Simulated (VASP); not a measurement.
# Mn (Fm-3m) in VASP: a series of runs

Mn is run at these levels: PBE; tasks: single point.

All numbers are computed with VASP 6.6.1; they aren't measurements. Logs are shortened: lines on timing, memory, paths and dates and some standing lists are left out, and cuts for length are marked.

### Step 1. The cell of the first run

The structure is cubic, space group Fm-3m (No. 225). The conventional cell has a = 3.263 Å, b = 3.263 Å, c = 3.263 Å, α = 90.00°, β = 90.00°, γ = 90.00°. Mn (site symmetry m-3m) has 12 Mn at 2.31 Å within 3.0 Å.

This isn't the form of Mn at room conditions, which is a 58-atom cubic cell.

### Step 2. Single point, PBE, collinear spin, ferromagnetic start

The input, INCAR:

```
SYSTEM = Mn
PREC     = Accurate       ! precision mode
ENCUT    = 520            ! plane-wave cutoff, eV
EDIFF    = 1E-6           ! SCF threshold, eV
ISMEAR   = -1             ! smearing method
SIGMA    = 0.08           ! smearing width, eV
LREAL    = .False.        ! projectors in reciprocal space
LASPH    = .True.         ! aspherical terms in the spheres
NELM     = 150            ! most SCF steps
ALGO     = Normal         ! electronic algorithm
ISIF     = 2              ! what is computed and relaxed
LWAVE    = .False.        ! write WAVECAR
LCHARG   = .False.        ! write CHGCAR
ISPIN    = 2              ! spin polarisation
MAGMOM   = 3              ! initial moments
LORBIT   = 11             ! projections on sites
LMAXMIX  = 4              ! l up to which the mixer works
GGA      = PE             ! functional
NBANDS   = 16             ! bands
```

The input, KPOINTS:

```
regular mesh
0
Gamma
  20 20 20
  0 0 0
```

The input, POSCAR:

```
Mn
1.0
    0.0000000000      1.6313546936      1.6313546936
    1.6313546936      0.0000000000      1.6313546936
    1.6313546936      1.6313546936      0.0000000000
Mn
1
Direct
    0.0000000000      0.0000000000      0.0000000000
```

Potentials or basis: VASP PAW PBE potentials, release 64 (Mn_pv).

Command:

```
> cat potpaw_PBE.64/Mn_pv/POTCAR > POTCAR
> mpirun -np 1 vasp_std > vasp.out
```

OUTCAR:

```text
SYSTEM = Mn
   PREC = Accurate
   ENCUT = 520
   EDIFF = 1E-6
   ISMEAR = -1
   LREAL = .False.
   LASPH = .True.
   NELM = 150
   ISIF = 2
   ISPIN = 2
   LORBIT = 11
   GGA = PE

 ion  position               nearest neighbor table
   1  0.000  0.000  0.000-

  LATTYP: Found a face centered cubic cell.
 ALAT       =     3.2627093872

  Lattice vectors:

 A1 = (   0.0000000000,   1.6313546936,   1.6313546936)
 A2 = (   1.6313546936,   0.0000000000,   1.6313546936)
 A3 = (   1.6313546936,   1.6313546936,   0.0000000000)

Analysis of symmetry for initial positions (statically):
=====================================================================
 Subroutine PRICEL returns:
 Original cell was already a primitive cell.

 Routine SETGRP: Setting up the symmetry group for a
 face centered cubic supercell.

 Subroutine GETGRP returns: Found 48 space group operations
 (whereof 48 operations were pure point group operations)
 out of a pool of 48 trial point group operations.

The static configuration has the point symmetry O_h .

Analysis of symmetry for dynamics (positions and initial velocities):
=====================================================================
 Subroutine PRICEL returns:
 Original cell was already a primitive cell.

 Routine SETGRP: Setting up the symmetry group for a
 face centered cubic supercell.

 Subroutine GETGRP returns: Found 48 space group operations
 (whereof 48 operations were pure point group operations)
 out of a pool of 48 trial point group operations.

The dynamic configuration has the point symmetry O_h .

Analysis of structural, dynamic, and magnetic symmetry:
=====================================================================
 Subroutine PRICEL returns:
 Original cell was already a primitive cell.

 Routine SETGRP: Setting up the symmetry group for a
 face centered cubic supercell.

 Subroutine GETGRP returns: Found 48 space group operations
 (whereof 48 operations were pure point group operations)
 out of a pool of 48 trial point group operations.

The overall configuration has the point symmetry O_h .

 Subroutine INISYM returns: Found 48 space group operations
 (whereof 48 operations are pure point group operations),
 and found     1 'primitive' translations

----------------------------------------------------------------------------------------

                                     Primitive cell

  volume of cell :       8.6831

  direct lattice vectors                    reciprocal lattice vectors
     0.000000000  1.631354694  1.631354694    -0.306493739  0.306493739  0.306493739
     1.631354694  0.000000000  1.631354694     0.306493739 -0.306493739  0.306493739
     1.631354694  1.631354694  0.000000000     0.306493739  0.306493739 -0.306493739

  length of vectors
     2.307083933  2.307083933  2.307083933     0.530862728  0.530862728  0.530862728

  position of ions in fractional coordinates (direct lattice)
     0.000000000  0.000000000  0.000000000

  ion indices of the primitive-cell ions
   primitive index   ion index
                 1           1

----------------------------------------------------------------------------------------

 KPOINTS: regular mesh

Automatic generation of k-mesh.
 Grid dimensions read from file:
 generate k-points for:   20   20   20

 Generating k-lattice:

  Cartesian coordinates                     Fractional coordinates (reciprocal lattice)
    -0.015324687  0.015324687  0.015324687     0.050000000  0.000000000  0.000000000
     0.015324687 -0.015324687  0.015324687     0.000000000  0.050000000  0.000000000
     0.015324687  0.015324687 -0.015324687     0.000000000  0.000000000  0.050000000

  Length of vectors
     0.026543136  0.026543136  0.026543136

  Shift w.r.t. Gamma in fractional coordinates (k-lattice)
     0.000000000  0.000000000  0.000000000

 Subroutine IBZKPT returns following result:
 ===========================================

 Found    256 irreducible k-points:

 Following reciprocal coordinates:
            Coordinates               Weight
  0.000000  0.000000  0.000000      1.000000
  0.050000  0.000000  0.000000      8.000000
  0.100000  0.000000  0.000000      8.000000
  0.150000  0.000000  0.000000      8.000000
  0.200000  0.000000  0.000000      8.000000
  0.250000  0.000000  0.000000      8.000000
[... 16 lines left out ...]
 -0.400000  0.050000  0.000000     24.000000
 -0.350000  0.050000  0.000000     24.000000
 [... further k-points ...]
   k-points           NKPTS =    256   k-points in BZ     NKDIM =    256   number of bands    NBANDS=     16
   number of dos      NEDOS =    301   number of ions     NIONS =      1
   total plane-waves  NPLWV =   5832
   dimension x,y,z NGX =    18 NGY =   18 NGZ =   18
   dimension x,y,z NGXF=    36 NGYF=   36 NGZF=   36
   ions per type =               1
   NGX,Y,Z   is equivalent  to a cutoff of  12.97, 12.97, 12.97 a.u.
   NGXF,Y,Z  is equivalent  to a cutoff of  25.94, 25.94, 25.94 a.u.
 SYSTEM =  Mn
   PREC   = accura    normal or accurate (medium, high low for compatibility)
   ISTART =      0    job   : 0-new  1-cont  2-samecut
   ICHARG =      2    charge: 1-file 2-atom 10-const
   ISPIN  =      2    spin polarized calculation?
   LNONCOLLINEAR =      F non collinear calculations
   LSORBIT =      F    spin-orbit coupling
   LASPH  =      T    aspherical Exc in radial PAW
   ENCUT  =  520.0 eV  38.22 Ry    6.18 a.u.   4.29  4.29  4.29*2*pi/ulx,y,z
   NELM   =    150;   NELMIN=  2; NELMDL= -5     # of ELM steps
   EDIFF  = 0.1E-05   stopping-criterion for ELM
   LREAL  =      F    real-space projection
   EDIFFG = 0.1E-04   stopping-criterion for IOM
   NSW    =      0    number of steps for IOM
   IBRION =     -1    ionic relax: 0-MD 1-quasi-New 2-CG
   NFREE  =      0    steps in history (QN), initial steepest desc. (CG)
   ISIF   =      2    stress and relaxation
   ISYM   =      2    0-nonsym 1-usesym 2-fastsym
   POTIM  = 0.5000    time-step for ionic-motion
   TEBEG  =    0.0;   TEEND  =   0.0 temperature during run
   PSTRESS=    0.0 pullay stress
   NELECT =      13.0000    total number of electrons
   NUPDOWN=      -1.0000    fix difference up-down
   EMIN   =  10.00;   EMAX   =-10.00  energy-range for DOS
   EFERMI =   0.00;   METHOD = LEGACY
   ISMEAR =    -1;   SIGMA  =   0.08  broadening in eV -4-tet -1-fermi 0-gaus
   EFERMI_NEDOS =   21; number of points for ismear=-14 and -15
   IALGO  =     38    algorithm
   IMIX   =      4    mixing-type and parameters
     AMIX     =   0.40;   BMIX     =  1.00
     AMIX_MAG =   1.60;   BMIX_MAG =  1.00
  volume/ion in A,a.u.               =       8.68        58.60
  Fermi-wavevector in a.u.,A,eV,Ry     =   1.872827  3.539129 47.722152  3.507479
  Thomas-Fermi vector in A             =   2.918117
   LORBIT       =     11    0 simple, 1 ext, 2 COOP (PROOUT), +10 PAW based schemes
   GGA     = PE    functional components
   LHFCALC =     F    Hartree Fock is set to
   AEXX    =    0.0000 exact exchange contribution
   IVDW    =     0    specifies the selected vdW correction
   LEPSILON=     F    determine dielectric tensor
   LRPA    =     F    only Hartree local field effects (RPA)
 spin polarized calculation
  energy-cutoff  :      520.00
  volume of cell :        8.68
 maximum number of plane-waves:       259
 NGX is ok and might be reduce to    18
   NGX =  9   NGY =  9   NGZ =  9

 number of electron      13.0000014 magnetization      -0.0029146

 number of electron      13.0000014 magnetization       0.0002661

 Free energy of the ion-electron system (eV)
  ---------------------------------------------------
  ext. energy  EPLUGINS =         0.00000000
  ---------------------------------------------------
  free energy    TOTEN  =        -8.42238955 eV

  energy without entropy =       -8.39821145  energy(sigma->0) =       -8.41030050

 E-fermi :  13.8695     XC(G=0): -15.3595

 val. band max:       13.8632575299   @ k =   0.4500   0.3500   0.0500
 cond. band min:      13.8700664236   @ k =  -0.4000   0.3000   0.1500
 fundamental gap:      0.0068088937
 Fermi energy:        13.8695434556

 spin component 1

 k-point     1 :       0.0000    0.0000    0.0000
  band No.  band energies     occupation
      1     -33.5905      1.00000
      2     -33.5905      1.00000
      3     -33.5905      1.00000
      4       4.6656      1.00000
      5      12.2883      1.00000
      6      12.2883      1.00000
[... 8 lines left out ...]
     15      50.0137      0.00000
     16      52.1452      0.00000

 k-point     2 :       0.0500    0.0000    0.0000
  band No.  band energies     occupation
      1     -33.6290      1.00000
      2     -33.5952      1.00000
      3     -33.5952      1.00000
      4       4.7944      1.00000
      5      12.2251      1.00000
      6      12.3334      1.00000
[... 8 lines left out ...]
     15      50.6945      0.00000
     16      52.0860      0.00000

 k-point     3 :       0.1000    0.0000    0.0000
  band No.  band energies     occupation
      1     -33.7400      1.00000
      2     -33.6085      1.00000
      3     -33.6085      1.00000
      4       5.1698      1.00000
      5      12.0540      1.00000
      6      12.4543      1.00000
[... 8 lines left out ...]
     15      50.4862      0.00000
     16      51.8674      0.00000
[... 362 lines left out ...]
 k-point    23 :      -0.4000    0.0500    0.0000
  band No.  band energies     occupation
      1     -34.9783      1.00000
      2     -33.8001      1.00000
      3     -33.7601      1.00000
      4       8.2554      1.00000
      5      12.1135      1.00000
      6      12.2573      1.00000
[... 8 lines left out ...]
     15      47.9189      0.00000
     16      48.5607      0.00000

 k-point    24 :      -0.3500    0.0500    0.0000
  band No.  band energies     occupation
      1     -34.8396      1.00000
      2     -33.7862      1.00000
      3     -33.7367      1.00000
      4       8.2241      1.00000
      5      12.2593      1.00000
      6      12.3810      1.00000
[... 8 lines left out ...]
     15      47.6201      0.00000
     16      48.5264      0.00000

 [... further k-points ...]

 spin component 2

 k-point     1 :       0.0000    0.0000    0.0000
  band No.  band energies     occupation
      1     -33.5900      1.00000
      2     -33.5900      1.00000
      3     -33.5900      1.00000
      4       4.6657      1.00000
      5      12.2884      1.00000
      6      12.2884      1.00000
[... 8 lines left out ...]
     15      50.0141      0.00000
     16      52.1451      0.00000

 k-point     2 :       0.0500    0.0000    0.0000
  band No.  band energies     occupation
      1     -33.6285      1.00000
      2     -33.5947      1.00000
      3     -33.5947      1.00000
      4       4.7944      1.00000
      5      12.2252      1.00000
      6      12.3335      1.00000
[... 8 lines left out ...]
     15      50.6948      0.00000
     16      52.0859      0.00000

 k-point     3 :       0.1000    0.0000    0.0000
  band No.  band energies     occupation
      1     -33.7395      1.00000
      2     -33.6080      1.00000
      3     -33.6080      1.00000
      4       5.1699      1.00000
      5      12.0541      1.00000
      6      12.4544      1.00000
[... 8 lines left out ...]
     15      50.4863      0.00000
     16      51.8674      0.00000
[... 362 lines left out ...]
 k-point    23 :      -0.4000    0.0500    0.0000
  band No.  band energies     occupation
      1     -34.9779      1.00000
      2     -33.7996      1.00000
      3     -33.7596      1.00000
      4       8.2554      1.00000
      5      12.1138      1.00000
      6      12.2576      1.00000
[... 8 lines left out ...]
     15      47.9191      0.00000
     16      48.5608      0.00000

 k-point    24 :      -0.3500    0.0500    0.0000
  band No.  band energies     occupation
      1     -34.8391      1.00000
      2     -33.7857      1.00000
      3     -33.7363      1.00000
      4       8.2241      1.00000
      5      12.2596      1.00000
      6      12.3813      1.00000
[... 8 lines left out ...]
     15      47.6203      0.00000
     16      48.5266      0.00000

 [... further k-points ...]
[... 5 lines left out ...]
  --------------------------------------------------------------------------------------
  -------------------------------------------------------------------------------------
  Total        5.1749037      5.1749037      5.1749037      0.0000000     -0.0000000     -0.0000000
  in kB      954.8555376    954.8555376    954.8555376      0.0000000     -0.0000000     -0.0000000
  external PRESSURE =     954.8555376 kB  Pullay stress =       0.0000000 kB

 VOLUME and BASIS-vectors are now :
 -----------------------------------------------------------------------------
  energy-cutoff  :      520.00
  volume of cell :        8.68
      direct lattice vectors                 reciprocal lattice vectors
     0.000000000  1.631354694  1.631354694    -0.306493739  0.306493739  0.306493739
     1.631354694  0.000000000  1.631354694     0.306493739 -0.306493739  0.306493739
     1.631354694  1.631354694  0.000000000     0.306493739  0.306493739 -0.306493739

 POSITION                                       TOTAL-FORCE (eV/Angst)
 -----------------------------------------------------------------------------------
      0.00000      0.00000      0.00000         0.000000      0.000000      0.000000
 -----------------------------------------------------------------------------------
    total drift:                                0.000000      0.000000      0.000000

  FREE ENERGIE OF THE ION-ELECTRON SYSTEM (eV)
  ---------------------------------------------------
  free  energy   TOTEN  =        -8.4223895471 eV

  energy  without entropy=       -8.3982114454  energy(sigma->0) =       -8.41030050

 total charge

# of ion       s       p       d       tot
------------------------------------------
    1        0.524   6.569   5.416  12.509

 magnetization (x)

# of ion       s       p       d       tot
------------------------------------------
    1       -0.000  -0.000   0.000   0.000
```

Run time: 36 s. Hardware: 1 thread of Intel Xeon 6975P-C (Granite Rapids), shared host; peak memory 0.16 GiB.

Results:

| Item | Value |
| --- | --- |
| Free energy | -8.4224 eV |
| Pressure | 95.5 GPa |
| Net moment | 0.00 μB per cell |
| Valence electrons inside the program's atomic spheres | Mn 12.51 |

Caveat: the cell stands under pressure.

### Step 3. Single point, PBE, collinear spin, ferromagnetic start

The input, INCAR:

```
PREC     = Accurate       # precision mode
ENCUT    = 520            # plane-wave cutoff, eV
EDIFF    = 1E-6           # SCF threshold, eV
ISMEAR   = -1             # smearing method
SIGMA    = 0.08           # smearing width, eV
LREAL    = False          # projectors in reciprocal space
LASPH    = True           # aspherical terms in the spheres
NELM     = 150            # most SCF steps
ALGO     = Normal         # electronic algorithm
ISIF     = 2              # what is computed and relaxed
LWAVE    = False          # write WAVECAR
LCHARG   = False          # write CHGCAR
ISPIN    = 2              # spin polarisation
MAGMOM   = 3              # initial moments
LORBIT   = 11             # projections on sites
LMAXMIX  = 4              # l up to which the mixer works
GGA      = PE             # functional
NBANDS   = 16             # bands
```

The input, KPOINTS:

```
Automatic mesh
0
Gamma
  20 20 20
```

POSCAR is that of step 2.

Potentials or basis: VASP PAW PBE potentials, release 64 (Mn_pv).

Command:

```
> cat potpaw_PBE.64/Mn_pv/POTCAR > POTCAR
> mpirun -np 1 vasp_std > vasp.out
```

It took 36 s on 1 thread of Intel Xeon 6975P-C (Granite Rapids), shared host; peak memory 0.16 GiB.

Results (log left out):

```
Free energy                                           : -8.4224 eV
Pressure                                              : 95.5 GPa
Net moment                                            : 0.00 μB per cell
Valence electrons inside the program's atomic spheres : Mn 12.51
```

Levels at points of the mesh, in eV from the Fermi level:
Spin up:
| k point | band 3 | band 4 | band 5 | band 6 | band 7 | band 8 | band 9 | band 10 | band 11 | band 12 |
| --- | --- | --- | --- | --- | --- | --- | --- | --- | --- | --- |
| (0.00, 0.00, 0.00) | -47.46 | -9.20 | -1.58 | -1.58 | -1.58 | 0.72 | 0.72 | 22.75 | 30.09 | 30.09 |
| (0.50, 0.00, 0.00) | -47.65 | -5.73 | -1.76 | -1.76 | 0.92 | 2.32 | 2.32 | 11.77 | 21.55 | 30.17 |
| (0.50, 0.50, 0.00) | -47.98 | -6.29 | -5.29 | 2.27 | 2.74 | 2.74 | 4.62 | 15.18 | 18.48 | 18.48 |
Spin down:
```csv
k point,band 4,band 5,band 6,band 7,band 8,band 9,band 10,band 11
"(0.00, 0.00, 0.00)",-9.20,-1.58,-1.58,-1.58,0.72,0.72,22.76,30.09
"(0.50, 0.00, 0.00)",-5.73,-1.76,-1.76,0.92,2.32,2.32,11.77,21.55
"(0.50, 0.50, 0.00)",-6.29,-5.29,2.27,2.74,2.74,4.62,15.18,18.48
```

Caveat: the cell stands under pressure.
